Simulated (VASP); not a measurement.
# SiC in VASP: a series of runs

The runs below take SiC through single point, with PBE, r2SCAN.

Everything below comes from runs of VASP 6.6.1. Logs are shortened: lines on timing, memory, paths and dates and some standing lists are left out, and cuts for length are marked.

### 1 The cell of the first run

The structure is trigonal, space group R3m (No. 160). The conventional cell has a = 3.024 Å, b = 3.024 Å, c = 7.572 Å, α = 90.00°, β = 90.00°, γ = 120.00°. Within 2.5 Å of Si (site symmetry 3m) lie 4 C at 1.86 to 1.88 Å. C (site symmetry 3m) has 4 Si at 1.86 to 1.88 Å within 2.5 Å.

### 2 Single point, PBE (epitaxial 111 strain -1.8%)

Contents of INCAR:

```
  PREC = Accurate
  ENCUT = 520
  EDIFF = 1E-6
  ISMEAR = -1
  SIGMA = 0.02
  LREAL = False
  LASPH = True
  NELM = 80
  ALGO = Normal
  ISIF = 2
  LWAVE = False
  LCHARG = False
  GGA = PE
  NBANDS = 11
```

Contents of KPOINTS:

```
Automatic mesh
0
Gamma
  10 10 10
```

Contents of POSCAR:

```
SiC
1.0
    0.0315228309      2.1701524310      2.1701524310
    2.1701524310      0.0315228309      2.1701524310
    2.1701524310      2.1701524310      0.0315228309
Si C
1 1
Direct
    0.0007164660      0.0007164660      0.0007164660
    0.2492835340      0.2492835340      0.2492835340
```

Potentials or basis: VASP PAW PBE potentials, release 64 (Si, C).

Run with:

```bash
cat potpaw_PBE.64/Si/POTCAR potpaw_PBE.64/C/POTCAR > POTCAR
mpirun -np 1 vasp_std > vasp.out
```

OUTCAR:

```text
PREC = Accurate
   ENCUT = 520
   EDIFF = 1E-6
   ISMEAR = -1
   LREAL = False
   LASPH = True
   NELM = 80
   ISIF = 2
   GGA = PE

 ion  position               nearest neighbor table
   1  0.001  0.001  0.001-   2 1.86   2 1.86   2 1.86   2 1.88
   2  0.249  0.249  0.249-   1 1.86   1 1.86   1 1.86   1 1.88

  LATTYP: Found a trigonal (rhomboedric) cell.
 ALAT       =     3.0692208843
 COS(alpha) =     0.5144713547

  Lattice vectors:

 A1 = (   0.0315228309,   2.1701524310,   2.1701524310)
 A2 = (   2.1701524310,   0.0315228309,   2.1701524310)
 A3 = (   2.1701524310,   2.1701524310,   0.0315228309)

Analysis of symmetry for initial positions (statically):
=====================================================================
 Subroutine PRICEL returns:
 Original cell was already a primitive cell.

 Routine SETGRP: Setting up the symmetry group for a
 trigonal (rhombohedral) supercell.

 Subroutine GETGRP returns: Found  6 space group operations
 (whereof  6 operations were pure point group operations)
 out of a pool of 12 trial point group operations.

The static configuration has the point symmetry C_3v.

Analysis of symmetry for dynamics (positions and initial velocities):
=====================================================================
 Subroutine PRICEL returns:
 Original cell was already a primitive cell.

 Routine SETGRP: Setting up the symmetry group for a
 trigonal (rhombohedral) supercell.

 Subroutine GETGRP returns: Found  6 space group operations
 (whereof  6 operations were pure point group operations)
 out of a pool of 12 trial point group operations.

The dynamic configuration has the point symmetry C_3v.

 Subroutine INISYM returns: Found  6 space group operations
 (whereof  6 operations are pure point group operations),
 and found     1 'primitive' translations

----------------------------------------------------------------------------------------

                                     Primitive cell

  volume of cell :      19.9956

  direct lattice vectors                    reciprocal lattice vectors
     0.031522831  2.170152431  2.170152431    -0.235480339  0.232108812  0.232108812
     2.170152431  0.031522831  2.170152431     0.232108812 -0.235480339  0.232108812
     2.170152431  2.170152431  0.031522831     0.232108812  0.232108812 -0.235480339

  length of vectors
     3.069220884  3.069220884  3.069220884     0.403980187  0.403980187  0.403980187

  position of ions in fractional coordinates (direct lattice)
     0.000716466  0.000716466  0.000716466
     0.249283534  0.249283534  0.249283534

  ion indices of the primitive-cell ions
   primitive index   ion index
                 1           1
                 2           2

----------------------------------------------------------------------------------------

 KPOINTS: Automatic mesh

Automatic generation of k-mesh.
 Grid dimensions read from file:
 generate k-points for:   10   10   10

 Generating k-lattice:

  Cartesian coordinates                     Fractional coordinates (reciprocal lattice)
    -0.023548034  0.023210881  0.023210881     0.100000000 -0.000000000 -0.000000000
     0.023210881 -0.023548034  0.023210881    -0.000000000  0.100000000 -0.000000000
     0.023210881  0.023210881 -0.023548034    -0.000000000 -0.000000000  0.100000000

  Length of vectors
     0.040398019  0.040398019  0.040398019

  Shift w.r.t. Gamma in fractional coordinates (k-lattice)
     0.000000000  0.000000000  0.000000000

 Subroutine IBZKPT returns following result:
 ===========================================

 Found    116 irreducible k-points:

 Following reciprocal coordinates:
            Coordinates               Weight
  0.000000  0.000000  0.000000      1.000000
  0.100000 -0.000000 -0.000000      6.000000
  0.200000 -0.000000 -0.000000      6.000000
  0.300000 -0.000000 -0.000000      6.000000
  0.400000 -0.000000 -0.000000      6.000000
  0.500000 -0.000000 -0.000000      3.000000
[... 16 lines left out ...]
  0.300000  0.300000 -0.000000      6.000000
  0.400000  0.300000 -0.000000     12.000000
 [... further k-points ...]
   k-points           NKPTS =    116   k-points in BZ     NKDIM =    116   number of bands    NBANDS=     11
   number of dos      NEDOS =    301   number of ions     NIONS =      2
   total plane-waves  NPLWV =  13824
   dimension x,y,z NGX =    24 NGY =   24 NGZ =   24
   dimension x,y,z NGXF=    48 NGYF=   48 NGZF=   48
   ions per type =               1   1
   NGX,Y,Z   is equivalent  to a cutoff of  13.00, 13.00, 13.00 a.u.
   NGXF,Y,Z  is equivalent  to a cutoff of  26.00, 26.00, 26.00 a.u.
 SYSTEM =  unknown system
   PREC   = accura    normal or accurate (medium, high low for compatibility)
   ISTART =      0    job   : 0-new  1-cont  2-samecut
   ICHARG =      2    charge: 1-file 2-atom 10-const
   ISPIN  =      1    spin polarized calculation?
   LNONCOLLINEAR =      F non collinear calculations
   LSORBIT =      F    spin-orbit coupling
   LASPH  =      T    aspherical Exc in radial PAW
   ENCUT  =  520.0 eV  38.22 Ry    6.18 a.u.   5.71  5.71  5.71*2*pi/ulx,y,z
   NELM   =     80;   NELMIN=  2; NELMDL= -5     # of ELM steps
   EDIFF  = 0.1E-05   stopping-criterion for ELM
   LREAL  =      F    real-space projection
   EDIFFG = 0.1E-04   stopping-criterion for IOM
   NSW    =      0    number of steps for IOM
   IBRION =     -1    ionic relax: 0-MD 1-quasi-New 2-CG
   NFREE  =      0    steps in history (QN), initial steepest desc. (CG)
   ISIF   =      2    stress and relaxation
   ISYM   =      2    0-nonsym 1-usesym 2-fastsym
   POTIM  = 0.5000    time-step for ionic-motion
   TEBEG  =    0.0;   TEEND  =   0.0 temperature during run
   PSTRESS=    0.0 pullay stress
   NELECT =       8.0000    total number of electrons
   NUPDOWN=      -1.0000    fix difference up-down
   EMIN   =  10.00;   EMAX   =-10.00  energy-range for DOS
   EFERMI =   0.00;   METHOD = LEGACY
   ISMEAR =    -1;   SIGMA  =   0.02  broadening in eV -4-tet -1-fermi 0-gaus
   EFERMI_NEDOS =   21; number of points for ismear=-14 and -15
   IALGO  =     38    algorithm
   IMIX   =      4    mixing-type and parameters
     AMIX     =   0.40;   BMIX     =  1.00
     AMIX_MAG =   1.60;   BMIX_MAG =  1.00
  volume/ion in A,a.u.               =      10.00        67.47
  Fermi-wavevector in a.u.,A,eV,Ry     =   1.206313  2.279602 19.799085  1.455192
  Thomas-Fermi vector in A             =   2.341984
   LORBIT       =      0    0 simple, 1 ext, 2 COOP (PROOUT), +10 PAW based schemes
   GGA     = PE    functional components
   LHFCALC =     F    Hartree Fock is set to
   AEXX    =    0.0000 exact exchange contribution
   IVDW    =     0    specifies the selected vdW correction
   LEPSILON=     F    determine dielectric tensor
   LRPA    =     F    only Hartree local field effects (RPA)
 non-spin polarized calculation
  energy-cutoff  :      520.00
  volume of cell :       20.00
 maximum number of plane-waves:       552
   NGX = 11   NGY = 11   NGZ = 11

 number of electron       8.0000000 magnetization

 Free energy of the ion-electron system (eV)
  ---------------------------------------------------
  ext. energy  EPLUGINS =         0.00000000
  ---------------------------------------------------
  free energy    TOTEN  =       -15.01572989 eV

  energy without entropy =      -15.01572989  energy(sigma->0) =      -15.01572989

 E-fermi :   9.0383     XC(G=0): -11.5067

 val. band max:        8.5750192145   @ k =   0.0000   0.0000   0.0000
 cond. band min:       9.8085661714   @ k =   0.5000   0.5000   0.0000
 fundamental gap:      1.2335469569
 Fermi energy:         9.0382807155

 k-point     1 :       0.0000    0.0000    0.0000
  band No.  band energies     occupation
      1      -7.1792      2.00000
      2       8.3413      2.00000
      3       8.5750      2.00000
      4       8.5750      2.00000
      5      14.9236      0.00000
      6      15.9384      0.00000
      7      16.2099      0.00000
      8      16.2099      0.00000
      9      23.2072      0.00000
     10      23.2072      0.00000
     11      25.5044      0.00000

 k-point     2 :       0.1000   -0.0000   -0.0000
  band No.  band energies     occupation
      1      -6.9762      2.00000
      2       7.5427      2.00000
      3       8.2390      2.00000
      4       8.4317      2.00000
      5      15.0950      0.00000
      6      16.1629      0.00000
      7      16.4542      0.00000
      8      16.5681      0.00000
      9      22.1455      0.00000
     10      22.2694      0.00000
     11      25.0681      0.00000

 k-point     3 :       0.2000   -0.0000   -0.0000
  band No.  band energies     occupation
      1      -6.3757      2.00000
      2       5.4020      2.00000
      3       7.9309      2.00000
      4       8.1027      2.00000
      5      14.8705      0.00000
      6      16.4462      0.00000
      7      16.7690      0.00000
      8      17.7326      0.00000
      9      21.3693      0.00000
     10      21.6842      0.00000
     11      24.1552      0.00000

 k-point     4 :       0.3000   -0.0000   -0.0000
  band No.  band energies     occupation
      1      -5.4126      2.00000
      2       3.0308      2.00000
      3       7.6215      2.00000
      4       7.7633      2.00000
      5      14.4808      0.00000
      6      16.2884      0.00000
      7      16.5320      0.00000
      8      18.5614      0.00000
      9      22.1720      0.00000
     10      22.6723      0.00000
     11      23.9791      0.00000
[... 239 lines left out ...]
 k-point    22 :      -0.2000    0.2000    0.0000
  band No.  band energies     occupation
      1      -5.0800      2.00000
      2       3.6674      2.00000
      3       5.2534      2.00000
      4       7.7845      2.00000
      5      15.1599      0.00000
      6      16.5026      0.00000
      7      17.0365      0.00000
      8      18.0149      0.00000
      9      20.0268      0.00000
     10      24.4278      0.00000
     11      28.1188      0.00000

 k-point    23 :       0.3000    0.3000   -0.0000
  band No.  band energies     occupation
      1      -4.8421      2.00000
      2       4.1287      2.00000
      3       5.9635      2.00000
      4       6.2115      2.00000
      5      11.7099      0.00000
      6      14.2544      0.00000
      7      20.2613      0.00000
      8      20.4075      0.00000
      9      21.3883      0.00000
     10      25.8615      0.00000
     11      30.4316      0.00000

 k-point    24 :       0.4000    0.3000   -0.0000
  band No.  band energies     occupation
      1      -3.9430      2.00000
      2       2.9017      2.00000
      3       5.3639      2.00000
      4       5.6951      2.00000
      5      11.3413      0.00000
      6      14.3365      0.00000
      7      20.4276      0.00000
      8      20.7873      0.00000
      9      22.6771      0.00000
     10      26.8865      0.00000
     11      30.2827      0.00000

 [... further k-points ...]

------------------------ aborting loop because EDIFF is reached ----------------------------------------

  FORCE on cell =-STRESS in cart. coord.  units (eV):
  Direction    XX          YY          ZZ          XY          YZ          ZX
  --------------------------------------------------------------------------------------
  -------------------------------------------------------------------------------------
  Total        1.4340270      1.4340270      1.4340270     -0.4843304     -0.4843304     -0.4843304
  in kB      114.9036210    114.9036210    114.9036210    -38.8077202    -38.8077202    -38.8077202
  external PRESSURE =     114.9036210 kB  Pullay stress =       0.0000000 kB

 VOLUME and BASIS-vectors are now :
 -----------------------------------------------------------------------------
  energy-cutoff  :      520.00
  volume of cell :       20.00
      direct lattice vectors                 reciprocal lattice vectors
     0.031522831  2.170152431  2.170152431    -0.235480339  0.232108812  0.232108812
     2.170152431  0.031522831  2.170152431     0.232108812 -0.235480339  0.232108812
     2.170152431  2.170152431  0.031522831     0.232108812  0.232108812 -0.235480339

 POSITION                                       TOTAL-FORCE (eV/Angst)
 -----------------------------------------------------------------------------------
      0.00313      0.00313      0.00313         0.013160      0.013160      0.013160
      1.08982      1.08982      1.08982        -0.013160     -0.013160     -0.013160
 -----------------------------------------------------------------------------------
    total drift:                                0.000064      0.000064      0.000064

  FREE ENERGIE OF THE ION-ELECTRON SYSTEM (eV)
  ---------------------------------------------------
  free  energy   TOTEN  =       -15.0157298865 eV

  energy  without entropy=      -15.0157298865  energy(sigma->0) =      -15.01572989
```

Wall time 6.7 s (1 thread of Intel Xeon 6975P-C (Granite Rapids), shared host); peak memory 0.14 GiB.

What came out:

- Free energy: -15.0157 eV
- Pressure: 11.5 GPa
- Largest force: 0.023 eV/Å
- Band gap on the k mesh: 1.23 eV, indirect (least direct gap 4.43 eV)

Forces on the atoms (eV/Å):
```
Si   0.013  0.013  0.013
C   -0.013 -0.013 -0.013
```

Levels at points of the mesh, in eV from the valence-band top:
```
           k point  band 1  band 2  band 3  band 4  band 5  band 6  band 7  band 8
(0.00, 0.00, 0.00)  -15.75   -0.23    0.00    0.00    6.35    7.36    7.63    7.63
(0.50, 0.00, 0.00)  -12.00   -8.78   -1.24   -1.13    5.55    7.11    7.34   10.13
(0.50, 0.50, 0.00)  -10.57   -7.98   -3.46   -3.19    1.23    4.38   14.30   14.33
(0.50, 0.50, 0.50)  -12.22   -8.88   -0.99   -0.99    5.99    7.50    7.50   10.26
```

Caveat: the cell differs from its parent crystal (epitaxial 111 strain -1.8%). A k mesh can miss the band edges.

[end of part 1 of 2]
